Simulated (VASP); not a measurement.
# ZnO: single point with PBE

ZnO:

```xyz
4
Lattice="3.2498 0.0000 0.0000 -1.6249 2.8144 0.0000 0.0000 0.0000 5.2066" Properties=species:S:1:pos:R:3 pbc="T T T"
Zn    0.0000    1.8763    0.0000
Zn    1.6249    0.9381    2.6033
O     0.0000    1.8763    2.0306
O     1.6249    0.9381    4.6339
```

| Quantity | Value |
| --- | --- |
| Program | VASP 6.6.1 |
| Task | single point |
| Functional | PBE |
| Potentials or basis | VASP PAW PBE potentials, release 64 (Zn, O) |
| Cutoff | 520 eV |
| k mesh | 9 × 9 × 6 |
| Occupations | gaussian, width 0.01 eV |
| Spin | no spin polarisation |
| Dipole correction | no |
| Further INCAR settings | ALGO = Normal; EDIFF = 1e-06; NBANDS = 26 |

```json
{
 "Pressure": "6.0 GPa",
 "Largest force": "0.269 eV/Å",
 "Band gap on the k mesh": "0.79 eV, direct"
}
```

Forces on the atoms (eV/Å):
```
Zn   0.000  0.000  0.269
Zn   0.000  0.000  0.269
O    0.000  0.000 -0.269
O    0.000  0.000 -0.269
```

Stress tensor (GPa, compression positive):
```
7.19 0.00 0.00
0.00 7.19 0.00
0.00 0.00 3.77
```

Levels at points of the mesh, in eV from the valence-band top:
| k point | band 14 | band 15 | band 16 | band 17 | band 18 | band 19 | band 20 | band 21 | band 22 | band 23 |
| --- | --- | --- | --- | --- | --- | --- | --- | --- | --- | --- |
| (0.00, 0.00, 0.00) | -0.72 | -0.72 | -0.16 | 0.00 | 0.00 | 0.79 | 5.14 | 8.20 | 12.81 | 12.81 |
| (0.00, 0.00, 0.50) | -2.25 | -0.36 | -0.36 | -0.36 | -0.36 | 3.45 | 3.45 | 10.01 | 10.01 | 13.09 |

Run time: 88 s on 1 thread of AMD EPYC 7R13, on a shared host, peak memory 0.16 GiB.

Expect the measured gap to be larger: semilocal functionals such as PBE lack the derivative discontinuity.
